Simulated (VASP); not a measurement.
# LaRe (Pm-3m) in VASP: settings compared

The runs below take LaRe through single point, with PBE, r2SCAN.

Everything below comes from runs of VASP 6.6.1. Logs are shortened: lines on timing, memory, paths and dates and some standing lists are left out, and cuts for length are marked.

### 1 The cell of the first run

Symmetry: Pm-3m, No. 221, cubic system. The conventional cell has a = 3.699 Å, b = 3.699 Å, c = 3.699 Å, α = 90.00°, β = 90.00°, γ = 90.00°. La (site symmetry m-3m) has 8 Re at 3.20 Å and 6 La at 3.70 Å within 4.2 Å. Re (site symmetry m-3m) has 8 La at 3.20 Å and 6 Re at 3.70 Å within 4.2 Å.

### 2 Single point, PBE (25.31 Å³/atom)

INCAR reads:

```
PREC     = Accurate       # precision mode
ENCUT    = 520            # plane-wave cutoff, eV
EDIFF    = 1E-6           # SCF threshold, eV
ISMEAR   = 0              # smearing method
SIGMA    = 0.05           # smearing width, eV
LREAL    = F              # projectors in reciprocal space
LASPH    = T              # aspherical terms in the spheres
NELM     = 60             # most SCF steps
ALGO     = Fast           # electronic algorithm
ISIF     = 2              # what is computed and relaxed
LWAVE    = F              # write WAVECAR
LCHARG   = F              # write CHGCAR
GGA      = PE             # functional
NBANDS   = 16             # bands
```

KPOINTS reads:

```
regular mesh
0
Gamma
  10 10 10
```

POSCAR reads:

```
LaRe
1.0
    3.6992319249      0.0000000000      0.0000000000
    0.0000000000      3.6992319249      0.0000000000
    0.0000000000      0.0000000000      3.6992319249
La Re
1 1
Direct
    0.0000000000      0.0000000000      0.0000000000
    0.5000000000      0.5000000000      0.5000000000
```

Potentials or basis: VASP PAW PBE potentials, release 64 (La, Re).

On the command line:

```console
cat potpaw_PBE.64/La/POTCAR potpaw_PBE.64/Re/POTCAR > POTCAR
mpirun -np 1 vasp_std > vasp.out
```

OUTCAR:

```text
PREC = Accurate
   ENCUT = 520
   EDIFF = 1E-6
   ISMEAR = 0
   LREAL = F
   LASPH = T
   NELM = 60
   ISIF = 2
   GGA = PE

 ion  position               nearest neighbor table
   1  0.000  0.000  0.000-   2 3.20   2 3.20   2 3.20   2 3.20   2 3.20   2 3.20   2 3.20   2 3.20

   2  0.500  0.500  0.500-   1 3.20   1 3.20   1 3.20   1 3.20   1 3.20   1 3.20   1 3.20   1 3.20

  LATTYP: Found a simple cubic cell.
 ALAT       =     3.6992319249

  Lattice vectors:

 A1 = (   3.6992319249,   0.0000000000,   0.0000000000)
 A2 = (   0.0000000000,   3.6992319249,   0.0000000000)
 A3 = (   0.0000000000,   0.0000000000,   3.6992319249)

Analysis of symmetry for initial positions (statically):
=====================================================================
 Subroutine PRICEL returns:
 Original cell was already a primitive cell.

 Routine SETGRP: Setting up the symmetry group for a
 simple cubic supercell.

 Subroutine GETGRP returns: Found 48 space group operations
 (whereof 48 operations were pure point group operations)
 out of a pool of 48 trial point group operations.

The static configuration has the point symmetry O_h .

Analysis of symmetry for dynamics (positions and initial velocities):
=====================================================================
 Subroutine PRICEL returns:
 Original cell was already a primitive cell.

 Routine SETGRP: Setting up the symmetry group for a
 simple cubic supercell.

 Subroutine GETGRP returns: Found 48 space group operations
 (whereof 48 operations were pure point group operations)
 out of a pool of 48 trial point group operations.

The dynamic configuration has the point symmetry O_h .

 Subroutine INISYM returns: Found 48 space group operations
 (whereof 48 operations are pure point group operations),
 and found     1 'primitive' translations

----------------------------------------------------------------------------------------

                                     Primitive cell

  volume of cell :      50.6215

  direct lattice vectors                    reciprocal lattice vectors
     3.699231925  0.000000000  0.000000000     0.270326387  0.000000000  0.000000000
     0.000000000  3.699231925  0.000000000     0.000000000  0.270326387  0.000000000
     0.000000000  0.000000000  3.699231925     0.000000000  0.000000000  0.270326387

  length of vectors
     3.699231925  3.699231925  3.699231925     0.270326387  0.270326387  0.270326387

  position of ions in fractional coordinates (direct lattice)
     0.000000000  0.000000000  0.000000000
     0.500000000  0.500000000  0.500000000

  ion indices of the primitive-cell ions
   primitive index   ion index
                 1           1
                 2           2

----------------------------------------------------------------------------------------

 KPOINTS: regular mesh

Automatic generation of k-mesh.
 Grid dimensions read from file:
 generate k-points for:   10   10   10

 Generating k-lattice:

  Cartesian coordinates                     Fractional coordinates (reciprocal lattice)
     0.027032639  0.000000000  0.000000000     0.100000000  0.000000000  0.000000000
     0.000000000  0.027032639  0.000000000     0.000000000  0.100000000  0.000000000
     0.000000000  0.000000000  0.027032639     0.000000000  0.000000000  0.100000000

  Length of vectors
     0.027032639  0.027032639  0.027032639

  Shift w.r.t. Gamma in fractional coordinates (k-lattice)
     0.000000000  0.000000000  0.000000000

 Subroutine IBZKPT returns following result:
 ===========================================

 Found     56 irreducible k-points:

 Following reciprocal coordinates:
            Coordinates               Weight
  0.000000  0.000000  0.000000      1.000000
  0.100000  0.000000  0.000000      6.000000
  0.200000  0.000000  0.000000      6.000000
  0.300000  0.000000  0.000000      6.000000
  0.400000  0.000000  0.000000      6.000000
  0.500000  0.000000  0.000000      3.000000
[... 16 lines left out ...]
  0.200000  0.100000  0.100000     24.000000
  0.300000  0.100000  0.100000     24.000000
 [... further k-points ...]
   k-points           NKPTS =     56   k-points in BZ     NKDIM =     56   number of bands    NBANDS=     16
   number of dos      NEDOS =    301   number of ions     NIONS =      2
   total plane-waves  NPLWV =  21952
   dimension x,y,z NGX =    28 NGY =   28 NGZ =   28
   dimension x,y,z NGXF=    56 NGYF=   56 NGZF=   56
   ions per type =               1   1
   NGX,Y,Z   is equivalent  to a cutoff of  12.58, 12.58, 12.58 a.u.
   NGXF,Y,Z  is equivalent  to a cutoff of  25.17, 25.17, 25.17 a.u.
 SYSTEM =  unknown system
   PREC   = accura    normal or accurate (medium, high low for compatibility)
   ISTART =      0    job   : 0-new  1-cont  2-samecut
   ICHARG =      2    charge: 1-file 2-atom 10-const
   ISPIN  =      1    spin polarized calculation?
   LNONCOLLINEAR =      F non collinear calculations
   LSORBIT =      F    spin-orbit coupling
   LASPH  =      T    aspherical Exc in radial PAW
   ENCUT  =  520.0 eV  38.22 Ry    6.18 a.u.   6.88  6.88  6.88*2*pi/ulx,y,z
   NELM   =     60;   NELMIN=  2; NELMDL= -5     # of ELM steps
   EDIFF  = 0.1E-05   stopping-criterion for ELM
   LREAL  =      F    real-space projection
   EDIFFG = 0.1E-04   stopping-criterion for IOM
   NSW    =      0    number of steps for IOM
   IBRION =     -1    ionic relax: 0-MD 1-quasi-New 2-CG
   NFREE  =      0    steps in history (QN), initial steepest desc. (CG)
   ISIF   =      2    stress and relaxation
   ISYM   =      2    0-nonsym 1-usesym 2-fastsym
   POTIM  = 0.5000    time-step for ionic-motion
   TEBEG  =    0.0;   TEEND  =   0.0 temperature during run
   PSTRESS=    0.0 pullay stress
   NELECT =      18.0000    total number of electrons
   NUPDOWN=      -1.0000    fix difference up-down
   EMIN   =  10.00;   EMAX   =-10.00  energy-range for DOS
   EFERMI =   0.00;   METHOD = LEGACY
   ISMEAR =     0;   SIGMA  =   0.05  broadening in eV -4-tet -1-fermi 0-gaus
   EFERMI_NEDOS =   21; number of points for ismear=-14 and -15
   IALGO  =     68    algorithm
   IMIX   =      4    mixing-type and parameters
     AMIX     =   0.40;   BMIX     =  1.00
     AMIX_MAG =   1.60;   BMIX_MAG =  1.00
  volume/ion in A,a.u.               =      25.31       170.81
  Fermi-wavevector in a.u.,A,eV,Ry     =   1.159812  2.191726 18.302052  1.345163
  Thomas-Fermi vector in A             =   2.296400
   LORBIT       =      0    0 simple, 1 ext, 2 COOP (PROOUT), +10 PAW based schemes
   GGA     = PE    functional components
   LHFCALC =     F    Hartree Fock is set to
   AEXX    =    0.0000 exact exchange contribution
   IVDW    =     0    specifies the selected vdW correction
   LEPSILON=     F    determine dielectric tensor
   LRPA    =     F    only Hartree local field effects (RPA)
 non-spin polarized calculation
 RMM-DIIS sequential band-by-band and
 Gauss-broadening in eV      SIGMA  =   0.05
  energy-cutoff  :      520.00
  volume of cell :       50.62
 maximum number of plane-waves:      1406
 NGX is ok and might be reduce to    28
   NGX = 13   NGY = 13   NGZ = 13

 number of electron      17.9999999 magnetization

 Free energy of the ion-electron system (eV)
  ---------------------------------------------------
  ext. energy  EPLUGINS =         0.00000000
  ---------------------------------------------------
  free energy    TOTEN  =       -15.56072094 eV

  energy without entropy =      -15.55576868  energy(sigma->0) =      -15.55824481

 E-fermi :   7.1999     XC(G=0): -11.0062

 val. band max:        7.1787137571   @ k =   0.5000   0.4000   0.4000
 cond. band min:       7.2071411139   @ k =   0.1000   0.0000   0.0000
 fundamental gap:      0.0284273568
 Fermi energy:         7.1998791559

 k-point     1 :       0.0000    0.0000    0.0000
  band No.  band energies     occupation
      1     -24.2521      2.00000
      2      -7.6776      2.00000
      3      -7.6776      2.00000
      4      -7.6776      2.00000
      5       2.3544      2.00000
      6       4.5413      2.00000
[... 8 lines left out ...]
     15      10.5440      0.00000
     16      10.5443      0.00000

 k-point     2 :       0.1000    0.0000    0.0000
  band No.  band energies     occupation
      1     -24.2435      2.00000
      2      -7.7889      2.00000
      3      -7.6727      2.00000
      4      -7.6727      2.00000
      5       2.5613      2.00000
      6       4.6129      2.00000
[... 8 lines left out ...]
     15      10.5643      0.00000
     16      10.5647      0.00000

 k-point     3 :       0.2000    0.0000    0.0000
  band No.  band energies     occupation
      1     -24.2209      2.00000
      2      -8.0657      2.00000
      3      -7.6597      2.00000
      4      -7.6597      2.00000
      5       3.1298      2.00000
      6       4.8197      2.00000
[... 8 lines left out ...]
     15      10.6738      0.00000
     16      10.6757      0.00000

 k-point     4 :       0.3000    0.0000    0.0000
  band No.  band energies     occupation
      1     -24.1926      2.00000
      2      -8.3827      2.00000
      3      -7.6437      2.00000
      4      -7.6437      2.00000
      5       3.9455      2.00000
      6       5.1305      2.00000
[... 8 lines left out ...]
     15      10.7925      0.00000
     16      10.7928      0.00000

 k-point     5 :       0.4000    0.0000    0.0000
  band No.  band energies     occupation
      1     -24.1696      2.00000
      2      -8.6226      2.00000
      3      -7.6308      2.00000
      4      -7.6308      2.00000
      5       4.8508      2.00000
      6       5.4620      2.00000
[... 8 lines left out ...]
     15      10.8717      0.00000
     16      10.8881      0.00000

 k-point     6 :       0.5000    0.0000    0.0000
  band No.  band energies     occupation
      1     -24.1608      2.00000
      2      -8.7108      2.00000
      3      -7.6258      2.00000
      4      -7.6258      2.00000
      5       5.4013      2.00000
      6       5.6243      2.00000
[... 8 lines left out ...]
     15      10.9001      0.00000
     16      10.9025      0.00000

 k-point     7 :       0.1000    0.1000    0.0000
  band No.  band energies     occupation
      1     -24.2351      2.00000
      2      -7.8017      2.00000
      3      -7.7615      2.00000
      4      -7.6671      2.00000
      5       2.7552      2.00000
      6       4.7238      2.00000
[... 8 lines left out ...]
     15      10.5764      0.00000
     16      10.5956      0.00000

 k-point     8 :       0.2000    0.1000    0.0000
  band No.  band energies     occupation
      1     -24.2128      2.00000
      2      -8.0562      2.00000
      3      -7.7591      2.00000
      4      -7.6525      2.00000
      5       3.2832      2.00000
      6       4.9260      2.00000
[... 8 lines left out ...]
     15      10.6544      0.00000
     16      10.6943      0.00000

 k-point     9 :       0.3000    0.1000    0.0000
  band No.  band energies     occupation
      1     -24.1851      2.00000
      2      -8.3659      2.00000
      3      -7.7374      2.00000
      4      -7.6344      2.00000
      5       4.0243      2.00000
      6       5.2027      2.00000
[... 8 lines left out ...]
     15      10.7552      0.00000
     16      10.8035      0.00000
[... 172 lines left out ...]
 k-point    19 :       0.4000    0.4000    0.0000
  band No.  band energies     occupation
      1     -24.1012      2.00000
      2      -8.4253      2.00000
      3      -8.3914      2.00000
      4      -7.5238      2.00000
      5       3.7899      2.00000
      6       5.2404      2.00000
[... 8 lines left out ...]
     15      10.7457      0.00000
     16      10.9614      0.00000

 k-point    20 :       0.5000    0.4000    0.0000
  band No.  band energies     occupation
      1     -24.0939      2.00000
      2      -8.4831      2.00000
      3      -8.3848      2.00000
      4      -7.5123      2.00000
      5       3.6682      2.00000
      6       5.1768      2.00000
[... 8 lines left out ...]
     15      10.6034      0.00000
     16      10.9999      0.00000

 k-point    21 :       0.5000    0.5000    0.0000
  band No.  band energies     occupation
      1     -24.0867      2.00000
      2      -8.4580      2.00000
      3      -8.4580      2.00000
      4      -7.5000      2.00000
      5       3.5212      2.00000
      6       5.1023      2.00000
[... 8 lines left out ...]
     15      10.9689      0.00000
     16      11.0092      0.00000

 k-point    22 :       0.1000    0.1000    0.1000
  band No.  band energies     occupation
      1     -24.2267      2.00000
      2      -7.8093      2.00000
      3      -7.7563      2.00000
      4      -7.7563      2.00000
      5       2.9393      2.00000
      6       4.8880      2.00000
[... 8 lines left out ...]
     15      10.6159      0.00000
     16      10.6248      0.00000

 k-point    23 :       0.2000    0.1000    0.1000
  band No.  band energies     occupation
      1     -24.2049      2.00000
      2      -8.0459      2.00000
      3      -7.7599      2.00000
      4      -7.7427      2.00000
      5       3.4368      2.00000
      6       5.0569      2.00000
[... 8 lines left out ...]
     15      10.6789      0.00000
     16      10.7186      0.00000

 k-point    24 :       0.3000    0.1000    0.1000
  band No.  band energies     occupation
      1     -24.1776      2.00000
      2      -8.3495      2.00000
      3      -7.7304      2.00000
      4      -7.7259      2.00000
      5       4.1199      2.00000
      6       5.3000      2.00000
[... 8 lines left out ...]
     15      10.8093      0.00000
     16      10.8279      0.00000

 [... further k-points ...]
[... 5 lines left out ...]
  --------------------------------------------------------------------------------------
  -------------------------------------------------------------------------------------
  Total       -2.3176572     -2.3176572     -2.3176572      0.0000000      0.0000000     -0.0000000
  in kB      -73.3542211    -73.3542211    -73.3542211      0.0000000      0.0000000     -0.0000000
  external PRESSURE =     -73.3542211 kB  Pullay stress =       0.0000000 kB

 VOLUME and BASIS-vectors are now :
 -----------------------------------------------------------------------------
  energy-cutoff  :      520.00
  volume of cell :       50.62
      direct lattice vectors                 reciprocal lattice vectors
     3.699231925  0.000000000  0.000000000     0.270326387  0.000000000  0.000000000
     0.000000000  3.699231925  0.000000000     0.000000000  0.270326387  0.000000000
     0.000000000  0.000000000  3.699231925     0.000000000  0.000000000  0.270326387

 POSITION                                       TOTAL-FORCE (eV/Angst)
 -----------------------------------------------------------------------------------
      0.00000      0.00000      0.00000         0.000000      0.000000      0.000000
      1.84962      1.84962      1.84962         0.000000      0.000000      0.000000
 -----------------------------------------------------------------------------------
    total drift:                                0.000000      0.000000      0.000000

  FREE ENERGIE OF THE ION-ELECTRON SYSTEM (eV)
  ---------------------------------------------------
  free  energy   TOTEN  =       -15.5607209402 eV

  energy  without entropy=      -15.5557686804  energy(sigma->0) =      -15.55824481
```

It took 50 s on 1 thread of Intel Xeon 6975P-C (Granite Rapids), shared host; peak memory 0.21 GiB.

What came out:

* Free energy: -15.5607 eV
* Pressure: -7.3 GPa
* Band gap on the k mesh: zero (bands 9 and 10 overlap by 1.73 eV)

Caveat: the cell stands under tension; spin-orbit coupling is left out, which moves the levels of the heavy elements.

(Part 1 of 2 ends here.)

The gap in the log of VASP goes by the Fermi energy; the results here count the filled bands.